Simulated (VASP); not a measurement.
Wanted: the native input for a VASP 6.6.1 run.

```
Task                   : single point
Functional             : LDA
Potentials or basis    : VASP PAW LDA potentials, release 64 (C)
Cutoff                 : 520 eV
k mesh                 : 21 × 21 × 1
Occupations            : gaussian, width 0.1 eV
Spin                   : no spin polarisation
Dipole correction      : yes
Further INCAR settings : ALGO = Normal; EDIFF = 1e-06; NBANDS = 11; NELMDL = -8
```

The structure of C lies in POSCAR:

```
C
1.0
    2.2000000000      0.0000000000      0.0000000000
   -1.1000000000      1.9052558883      0.0000000000
    0.0000000000      0.0000000000     28.0000000000
C
2
Direct
    0.3333333333      0.6666666667      0.5076607143
    0.6666666667      0.3333333333      0.4923392857
```

One way to write it, as run:

INCAR

```
PREC = Accurate
ENCUT = 520
EDIFF = 1E-6
ISMEAR = 0
SIGMA = 0.1
LREAL = F
LASPH = T
NELM = 120
ALGO = Normal
ISIF = 2
LWAVE = F
LCHARG = F
LDIPOL = T
IDIPOL = 3
DIPOL = 0.5 0.5 0.500
NBANDS = 11
GGA_COMPAT = F
NELMDL = -8
```

KPOINTS

```
Automatic mesh
0
Gamma
  21 21 1
```

Potentials or basis: VASP PAW LDA potentials, release 64 (C).

Command:

```sh
$ cat potpaw_LDA.64/C/POTCAR > POTCAR
$ mpirun -np 1 vasp_std > vasp.out
```

It gave:

| Property | Result |
| --- | --- |
| Largest force | 6.955 eV/Å |
| Band gap on the k mesh | zero (filled and empty bands touch) |

It took 110 s on 1 thread of Intel Xeon 8259CL (shared host), peak memory 0.2 GiB.
